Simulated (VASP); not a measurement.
# Te (P3_121) in VASP: notebook

The runs below take Te through single point, with PBE.

All numbers are computed with VASP 6.6.1; they aren't measurements. Logs are shortened: lines on timing, memory, paths and dates and some standing lists are left out, and cuts for length are marked.

### Step 1. The cell of the first run

Symmetry: P3_121, No. 152, trigonal system. The conventional cell has a = 4.276 Å, b = 4.276 Å, c = 5.924 Å, α = 90.00°, β = 90.00°, γ = 120.00°. Within 3.8 Å of Te (site symmetry 2) lie 6 Te at 2.91 to 3.31 Å.

### Step 2. Single point, PBE

INCAR

```
SYSTEM = Te
ALGO     = Normal         ! electronic algorithm
EDIFF    = 1E-6           ! SCF threshold, eV
ENCUT    = 520            ! plane-wave cutoff, eV
GGA      = PE             ! functional
ISIF     = 2              ! what is computed and relaxed
ISMEAR   = -1             ! smearing method
LASPH    = .True.         ! aspherical terms in the spheres
LCHARG   = .False.        ! write CHGCAR
LREAL    = .False.        ! projectors in reciprocal space
LWAVE    = .False.        ! write WAVECAR
NBANDS   = 16             ! bands
NELM     = 100            ! most SCF steps
PREC     = Accurate       ! precision mode
SIGMA    = 0.05           ! smearing width, eV
```

KPOINTS

```
k-points
0
Gamma
  6 6 4
  0 0 0
```

POSCAR

```
Te
1.0
    4.2758400000      0.0000000000      0.0000000000
   -2.1379200000      3.7029860626      0.0000000000
    0.0000000000      0.0000000000      5.9240000000
Te
3
Direct
    0.7120857805      0.7120857805      0.0000000000
    0.0000000000      0.2879142195      0.6666666667
    0.2879142195      0.0000000000      0.3333333333
```

Potentials or basis: VASP PAW PBE potentials, release 64 (Te).

Command:

```console
$ cat potpaw_PBE.64/Te/POTCAR > POTCAR
$ mpirun -np 1 vasp_std > vasp.out
```

OUTCAR:

```text
SYSTEM = Te
   EDIFF = 1E-6
   ENCUT = 520
   GGA = PE
   ISIF = 2
   ISMEAR = -1
   LASPH = .True.
   LREAL = .False.
   NELM = 100
   PREC = Accurate

 ion  position               nearest neighbor table
   1  0.712  0.712  0.000-   3 2.91   2 2.91   3 3.31   2 3.31   2 3.31   3 3.31
   2  0.000  0.288  0.667-   1 2.91   3 2.91   1 3.31   1 3.31   3 3.31   3 3.31
   3  0.288  0.000  0.333-   1 2.91   2 2.91   1 3.31   1 3.31   2 3.31   2 3.31

  LATTYP: Found a hexagonal cell.
 ALAT       =     4.2758400000
 C/A-ratio  =     1.3854587637

  Lattice vectors:

 A1 = (   4.2758400000,   0.0000000000,   0.0000000000)
 A2 = (  -2.1379200000,   3.7029860626,   0.0000000000)
 A3 = (   0.0000000000,   0.0000000000,   5.9240000000)

Analysis of symmetry for initial positions (statically):
=====================================================================
 Subroutine PRICEL returns:
 Original cell was already a primitive cell.

 Routine SETGRP: Setting up the symmetry group for a
 hexagonal supercell.

 Subroutine GETGRP returns: Found  6 space group operations
 (whereof  2 operations were pure point group operations)
 out of a pool of 24 trial point group operations.

The static configuration has the point symmetry C_2 .
 The point group associated with its full space group is D_3 .

Analysis of symmetry for dynamics (positions and initial velocities):
=====================================================================
 Subroutine PRICEL returns:
 Original cell was already a primitive cell.

 Routine SETGRP: Setting up the symmetry group for a
 hexagonal supercell.

 Subroutine GETGRP returns: Found  6 space group operations
 (whereof  2 operations were pure point group operations)
 out of a pool of 24 trial point group operations.

The dynamic configuration has the point symmetry C_2 .
 The point group associated with its full space group is D_3 .

 Subroutine INISYM returns: Found  6 space group operations
 (whereof  2 operations are pure point group operations),
 and found     1 'primitive' translations

----------------------------------------------------------------------------------------

                                     Primitive cell

  volume of cell :      93.7969

  direct lattice vectors                    reciprocal lattice vectors
     4.275840000  0.000000000  0.000000000     0.233872175  0.135026163  0.000000000
    -2.137920000  3.702986063  0.000000000     0.000000000  0.270052326  0.000000000
     0.000000000  0.000000000  5.924000000     0.000000000  0.000000000  0.168804862

  length of vectors
     4.275840000  4.275840000  5.924000000     0.270052326  0.270052326  0.168804862

  position of ions in fractional coordinates (direct lattice)
     0.712085780  0.712085780  0.000000000
     0.000000000  0.287914220  0.666666667
     0.287914220  0.000000000  0.333333333

  ion indices of the primitive-cell ions
   primitive index   ion index
                 1           1
                 2           2
                 3           3

----------------------------------------------------------------------------------------

 KPOINTS: k-points

Automatic generation of k-mesh.
 Grid dimensions read from file:
 generate k-points for:    6    6    4

 Generating k-lattice:

  Cartesian coordinates                     Fractional coordinates (reciprocal lattice)
     0.038978696  0.022504361  0.000000000     0.166666667  0.000000000  0.000000000
     0.000000000  0.045008721  0.000000000     0.000000000  0.166666667  0.000000000
     0.000000000  0.000000000  0.042201215     0.000000000  0.000000000  0.250000000

  Length of vectors
     0.045008721  0.045008721  0.042201215

  Shift w.r.t. Gamma in fractional coordinates (k-lattice)
     0.000000000  0.000000000  0.000000000

 Subroutine IBZKPT returns following result:
 ===========================================

 Found     24 irreducible k-points:

 Following reciprocal coordinates:
            Coordinates               Weight
  0.000000  0.000000  0.000000      1.000000
  0.166667  0.000000  0.000000      6.000000
  0.333333  0.000000  0.000000      6.000000
  0.500000  0.000000  0.000000      3.000000
  0.166667  0.166667  0.000000      6.000000
  0.333333  0.166667  0.000000     12.000000
[... 16 lines left out ...]
  0.333333  0.166667  0.500000     12.000000
  0.333333  0.333333  0.500000      2.000000
   k-points           NKPTS =     24   k-points in BZ     NKDIM =     24   number of bands    NBANDS=     16
   number of dos      NEDOS =    301   number of ions     NIONS =      3
   total plane-waves  NPLWV =  49152
   dimension x,y,z NGX =    32 NGY =   32 NGZ =   48
   dimension x,y,z NGXF=    64 NGYF=   64 NGZF=   96
   ions per type =               3
   NGX,Y,Z   is equivalent  to a cutoff of  12.44, 12.44, 13.47 a.u.
   NGXF,Y,Z  is equivalent  to a cutoff of  24.88, 24.88, 26.94 a.u.
 SYSTEM =  Te
   PREC   = accura    normal or accurate (medium, high low for compatibility)
   ISTART =      0    job   : 0-new  1-cont  2-samecut
   ICHARG =      2    charge: 1-file 2-atom 10-const
   ISPIN  =      1    spin polarized calculation?
   LNONCOLLINEAR =      F non collinear calculations
   LSORBIT =      F    spin-orbit coupling
   LASPH  =      T    aspherical Exc in radial PAW
   ENCUT  =  520.0 eV  38.22 Ry    6.18 a.u.   7.95  7.95 11.01*2*pi/ulx,y,z
   NELM   =    100;   NELMIN=  2; NELMDL= -5     # of ELM steps
   EDIFF  = 0.1E-05   stopping-criterion for ELM
   LREAL  =      F    real-space projection
   EDIFFG = 0.1E-04   stopping-criterion for IOM
   NSW    =      0    number of steps for IOM
   IBRION =     -1    ionic relax: 0-MD 1-quasi-New 2-CG
   NFREE  =      0    steps in history (QN), initial steepest desc. (CG)
   ISIF   =      2    stress and relaxation
   ISYM   =      2    0-nonsym 1-usesym 2-fastsym
   POTIM  = 0.5000    time-step for ionic-motion
   TEBEG  =    0.0;   TEEND  =   0.0 temperature during run
   PSTRESS=    0.0 pullay stress
   NELECT =      18.0000    total number of electrons
   NUPDOWN=      -1.0000    fix difference up-down
   EMIN   =  10.00;   EMAX   =-10.00  energy-range for DOS
[... 5 lines left out ...]
     AMIX     =   0.40;   BMIX     =  1.00
     AMIX_MAG =   1.60;   BMIX_MAG =  1.00
  volume/ion in A,a.u.               =      31.27       210.99
  Fermi-wavevector in a.u.,A,eV,Ry     =   0.944284  1.784439 12.131948  0.891673
  Thomas-Fermi vector in A             =   2.072074
   LORBIT       =      0    0 simple, 1 ext, 2 COOP (PROOUT), +10 PAW based schemes
   GGA     = PE    functional components
   LHFCALC =     F    Hartree Fock is set to
   AEXX    =    0.0000 exact exchange contribution
   IVDW    =     0    specifies the selected vdW correction
   LEPSILON=     F    determine dielectric tensor
   LRPA    =     F    only Hartree local field effects (RPA)
 non-spin polarized calculation
  energy-cutoff  :      520.00
  volume of cell :       93.80
 maximum number of plane-waves:      2550
   NGX = 15   NGY = 15   NGZ = 23

 number of electron      17.9999999 magnetization

 Free energy of the ion-electron system (eV)
  ---------------------------------------------------
  ext. energy  EPLUGINS =         0.00000000
  ---------------------------------------------------
  free energy    TOTEN  =        -9.31766694 eV

  energy without entropy =       -9.31460195  energy(sigma->0) =       -9.31613444

 E-fermi :   7.0984     XC(G=0):  -9.4652

 val. band max:        7.0774397920   @ k =   0.3333   0.3333   0.5000
 cond. band min:       7.2274935127   @ k =   0.0000   0.0000   0.5000
 fundamental gap:      0.1500537207
 Fermi energy:         7.0983992643

 k-point     1 :       0.0000    0.0000    0.0000
  band No.  band energies     occupation
      1      -7.0381      2.00000
      2      -3.5567      2.00000
      3      -3.5567      2.00000
      4       4.0628      2.00000
      5       4.4540      2.00000
      6       4.4540      2.00000
[... 8 lines left out ...]
     15      13.1080      0.00000
     16      13.1080      0.00000

 k-point     2 :       0.1667    0.0000    0.0000
  band No.  band energies     occupation
      1      -6.8067      2.00000
      2      -3.5879      2.00000
      3      -3.4754      2.00000
      4       2.6404      2.00000
      5       3.4290      2.00000
      6       3.7802      2.00000
[... 8 lines left out ...]
     15      13.0710      0.00000
     16      13.6546      0.00000

 k-point     3 :       0.3333    0.0000    0.0000
  band No.  band energies     occupation
      1      -6.1661      2.00000
      2      -3.9527      2.00000
      3      -3.2795      2.00000
      4       1.7429      2.00000
      5       2.4459      2.00000
      6       3.1240      2.00000
[... 8 lines left out ...]
     15      14.1711      0.00000
     16      15.0590      0.00000

 k-point     4 :       0.5000    0.0000    0.0000
  band No.  band energies     occupation
      1      -5.5591      2.00000
      2      -4.5053      2.00000
      3      -3.1643      2.00000
      4       1.8044      2.00000
      5       2.2687      2.00000
      6       2.8672      2.00000
[... 8 lines left out ...]
     15      15.9024      0.00000
     16      16.3365      0.00000
[... 324 lines left out ...]
 k-point    22 :       0.1667    0.1667    0.5000
  band No.  band energies     occupation
      1      -5.5961      2.00000
      2      -5.5030      2.00000
      3      -2.3550      2.00000
      4       2.2794      2.00000
      5       2.8447      2.00000
      6       3.0153      2.00000
[... 8 lines left out ...]
     15      13.6286      0.00000
     16      13.7880      0.00000

 k-point    23 :       0.3333    0.1667    0.5000
  band No.  band energies     occupation
      1      -5.1694      2.00000
      2      -4.8643      2.00000
      3      -3.3013      2.00000
      4       1.1387      2.00000
      5       2.1971      2.00000
      6       2.4038      2.00000
[... 8 lines left out ...]
     15      13.7896      0.00000
     16      14.5457      0.00000

 k-point    24 :       0.3333    0.3333    0.5000
  band No.  band energies     occupation
      1      -4.7865      2.00000
      2      -4.7865      2.00000
      3      -3.6110      2.00000
      4       1.4341      2.00000
      5       1.4533      2.00000
      6       1.4533      2.00000
[... 8 lines left out ...]
     15      13.3609      0.00000
     16      14.2460      0.00000

------------------------ aborting loop because EDIFF is reached ----------------------------------------

  FORCE on cell =-STRESS in cart. coord.  units (eV):
  Direction    XX          YY          ZZ          XY          YZ          ZX
  --------------------------------------------------------------------------------------
  -------------------------------------------------------------------------------------
  Total        2.1077781      2.1077781      2.4477744     -0.0000000     -0.0000000      0.0000000
  in kB       36.0036796     36.0036796     41.8112745     -0.0000000     -0.0000000      0.0000000
  external PRESSURE =      37.9395445 kB  Pullay stress =       0.0000000 kB

 VOLUME and BASIS-vectors are now :
 -----------------------------------------------------------------------------
  energy-cutoff  :      520.00
  volume of cell :       93.80
      direct lattice vectors                 reciprocal lattice vectors
     4.275840000  0.000000000  0.000000000     0.233872175  0.135026163  0.000000000
    -2.137920000  3.702986063  0.000000000     0.000000000  0.270052326  0.000000000
     0.000000000  0.000000000  5.924000000     0.000000000  0.000000000  0.168804862

 POSITION                                       TOTAL-FORCE (eV/Angst)
 -----------------------------------------------------------------------------------
      1.52238      2.63684      0.00000        -0.004454     -0.007715      0.000000
     -0.61554      1.06614      3.94933        -0.004454      0.007715      0.000000
      1.23108      0.00000      1.97467         0.008908     -0.000000      0.000000
 -----------------------------------------------------------------------------------
    total drift:                                0.000000     -0.000000      0.000000

  FREE ENERGIE OF THE ION-ELECTRON SYSTEM (eV)
  ---------------------------------------------------
  free  energy   TOTEN  =        -9.3176669408 eV

  energy  without entropy=       -9.3146019484  energy(sigma->0) =       -9.31613444
```

It took 20 s on 1 thread of Intel Xeon 6975P-C, shared host; peak memory 0.21 GiB.

Results:

```
Free energy   : -9.3177 eV
Pressure      : 3.8 GPa
Largest force : 0.009 eV/Å
```

Forces in eV/Å, atoms in the order of the input:
```
Te  -0.004 -0.008  0.000
Te  -0.004  0.008  0.000
Te   0.009  0.000  0.000
```

Caveat: spin-orbit coupling is left out, which moves the levels of the heavy elements.

### Step 3. Single point, PBE

This run uses another cell than the first one, of 32.58 Å³/atom, 1.042 times its volume.

INCAR

```
SYSTEM = Te
PREC = Accurate
ENCUT = 520
EDIFF = 1E-7
ISMEAR = -1
SIGMA = 0.05
LREAL = .False.
LASPH = .True.
NELM = 100
ALGO = Normal
ISIF = 2
LWAVE = .False.
LCHARG = .False.
GGA = PE
NBANDS = 16
```

KPOINTS

```
Automatic mesh
0
Gamma
  6 6 4
  0 0 0
```

POSCAR

```
Te
1.0
    4.3649200000      0.0000000000      0.0000000000
   -2.1824600000      3.7801316055      0.0000000000
    0.0000000000      0.0000000000      5.9240000000
Te
3
Direct
    0.7184243753      0.7184243753      0.0000000000
    0.0000000000      0.2815756247      0.6666666667
    0.2815756247      0.0000000000      0.3333333333
```

Potentials or basis: VASP PAW PBE potentials, release 64 (Te).

Command:

```console
$ cat potpaw_PBE.64/Te/POTCAR > POTCAR
$ mpirun -np 1 vasp_std > vasp.out
```

Run time: 23 s. Hardware: 1 thread of Intel Xeon 6975P-C, shared host; peak memory 0.21 GiB.

Results (log left out):

```
Free energy            : -9.3848 eV
Pressure               : 2.1 GPa
Largest force          : 0.004 eV/Å
Band gap on the k mesh : 0.09 eV, direct
```

Forces in eV/Å, atoms in the order of the input:
```
Te  -0.002 -0.003  0.000
Te  -0.002  0.003  0.000
Te   0.004  0.000  0.000
```

Stress tensor (GPa, compression positive):
```
1.97 0.00 0.00
0.00 1.97 0.00
0.00 0.00 2.40
```

Levels at points of the mesh, in eV from the valence-band top:
```
           k point  band 7  band 8  band 9  band 10  band 11  band 12
(0.00, 0.00, 0.00)   -1.80   -1.80   -1.13     0.97     0.97     1.60
(0.50, 0.00, 0.00)   -3.86   -0.90   -0.76     0.61     0.62     2.57
(0.00, 0.00, 0.50)   -1.34   -0.94   -0.94     0.26     0.30     0.30
(0.50, 0.00, 0.50)   -2.72   -2.44   -0.26     0.49     2.00     2.60
```

Caveat: spin-orbit coupling is left out, which moves the levels of the heavy elements.

### Step 4. Single point, PBE

This run uses another cell than the first one, of 33.25 Å³/atom, 1.063 times its volume.

INCAR

```
ALGO = Normal ; EDIFF = 1E-6
ENCUT = 520 ; GGA = PE
ISIF = 2 ; ISMEAR = -1
LASPH = True ; LCHARG = False
LREAL = False ; LWAVE = False
NBANDS = 16 ; NELM = 60
PREC = Accurate ; SIGMA = 0.05
```

KPOINTS

```
k-points
0
Gamma
  6 6 4
```

POSCAR

```
Te
1.0
    4.4094600000      0.0000000000      0.0000000000
   -2.2047300000      3.8187043770      0.0000000000
    0.0000000000      0.0000000000      5.9240000000
Te
3
Direct
    0.7220378682      0.7220378682      0.0000000000
    0.0000000000      0.2779621318      0.6666666667
    0.2779621318      0.0000000000      0.3333333333
```

Command:

```console
$ cat potpaw_PBE.64/Te/POTCAR > POTCAR
$ mpirun -np 1 vasp_std > vasp.out
```

Run time: 29 s. Hardware: 1 thread of Intel Xeon 6975P-C, shared host; peak memory 0.24 GiB.

It converged, with:

```
Free energy            : -9.4053 eV
Pressure               : 1.5 GPa
Largest force          : 0.007 eV/Å
Band gap on the k mesh : 0.13 eV, direct
```

Forces in eV/Å, atoms in the order of the input:
```
Te  -0.004 -0.006  0.000
Te  -0.004  0.006  0.000
Te   0.007  0.000  0.000
```

Stress tensor (GPa, compression positive):
```
1.35 0.00 0.00
0.00 1.35 0.00
0.00 0.00 1.71
```

Levels at points of the mesh, in eV from the valence-band top:
```tsv
k point	band 5	band 6	band 7	band 8	band 9	band 10	band 11	band 12	band 13	band 14
(0.00, 0.00, 0.00)	-2.69	-2.69	-1.76	-1.76	-1.05	0.97	0.97	1.56	4.94	4.94
(0.50, 0.00, 0.00)	-4.49	-3.75	-3.72	-0.93	-0.78	0.69	0.69	2.71	3.72	7.50
(0.00, 0.00, 0.50)	-2.70	-2.70	-1.33	-0.98	-0.98	0.32	0.33	0.33	3.89	5.11
(0.50, 0.00, 0.50)	-3.65	-3.64	-2.62	-2.32	-0.22	0.59	1.98	2.56	4.44	5.01
```

Caveat: spin-orbit coupling is left out, which moves the levels of the heavy elements. A k mesh can miss the band edges.

### Step 5. Single point, PBE

This run uses another cell than the first one, of 33.93 Å³/atom, 1.085 times its volume.

INCAR

```
PREC = Accurate
ENCUT = 520
EDIFF = 1E-7
ISMEAR = -1
SIGMA = 0.05
LREAL = F
LASPH = T
NELM = 60
ALGO = Normal
ISIF = 2
LWAVE = F
LCHARG = T
GGA = PE
LELF = T
LVHAR = T
NBANDS = 16
```

KPOINTS

```
Automatic mesh
0
Gamma
  6 6 4
```

POSCAR

```
Te
1.0
    4.4540000000      0.0000000000      0.0000000000
   -2.2270000000      3.8572771485      0.0000000000
    0.0000000000      0.0000000000      5.9240000000
Te
3
Direct
    0.7254327541      0.7254327541      0.0000000000
    0.0000000000      0.2745672459      0.6666666667
    0.2745672459      0.0000000000      0.3333333333
```

Command:

```console
$ cat potpaw_PBE.64/Te/POTCAR > POTCAR
$ mpirun -np 1 vasp_std > vasp.out
```

Run time: 35 s. Hardware: 1 thread of Intel Xeon 6975P-C, shared host; peak memory 0.23 GiB.

It converged, with:

* Free energy: -9.4184 eV
* Pressure: 0.9 GPa
* Largest force: 0.004 eV/Å
* Band gap on the k mesh: 0.17 eV, direct

Forces in eV/Å, atoms in the order of the input:
```
Te  -0.002 -0.003  0.000
Te  -0.002  0.003  0.000
Te   0.004  0.000  0.000
```

Stress tensor (GPa, compression positive):
```
0.79 0.00 0.00
0.00 0.79 0.00
0.00 0.00 1.09
```

Levels at points of the mesh, in eV from the valence-band top:
```csv
k point,band 7,band 8,band 9,band 10,band 11,band 12
"(0.00, 0.00, 0.00)",-1.71,-1.71,-0.96,0.98,0.98,1.54
"(0.50, 0.00, 0.00)",-3.57,-0.95,-0.78,0.75,0.77,2.84
"(0.00, 0.00, 0.50)",-1.32,-1.00,-1.00,0.36,0.36,0.38
"(0.50, 0.00, 0.50)",-2.52,-2.20,-0.19,0.69,1.96,2.53
```

Caveat: spin-orbit coupling is left out, which moves the levels of the heavy elements. A k mesh can miss the band edges.

### Step 6. Summary

| cell | gap on the mesh (eV) | pressure (GPa) | largest force (eV/Å) |
| --- | --- | --- | --- |
| a = 4.276, b = 4.276, c = 5.924 Å, angles 90.0, 90.0, 120.0°, 3 atoms | - | 3.8 | 0.01 |
| a = 4.365, b = 4.365, c = 5.924 Å, angles 90.0, 90.0, 120.0°, 3 atoms | 0.09 | 2.1 | - |
| a = 4.409, b = 4.409, c = 5.924 Å, angles 90.0, 90.0, 120.0°, 3 atoms | 0.13 | 1.5 | 0.01 |
| a = 4.454, b = 4.454, c = 5.924 Å, angles 90.0, 90.0, 120.0°, 3 atoms | 0.17 | 0.9 | - |

Alike in all rows: task single point; level PBE; potentials or basis VASP PAW PBE potentials, release 64 (Te); no spin polarisation; k mesh 6 × 6 × 4; cutoff (eV) 520; smearing fermi-dirac 0.05 eV.

Caveats: spin-orbit coupling is left out, which moves the levels of the heavy elements.

Total energies depend on the potentials used, so only differences within one code and one set of settings carry meaning.
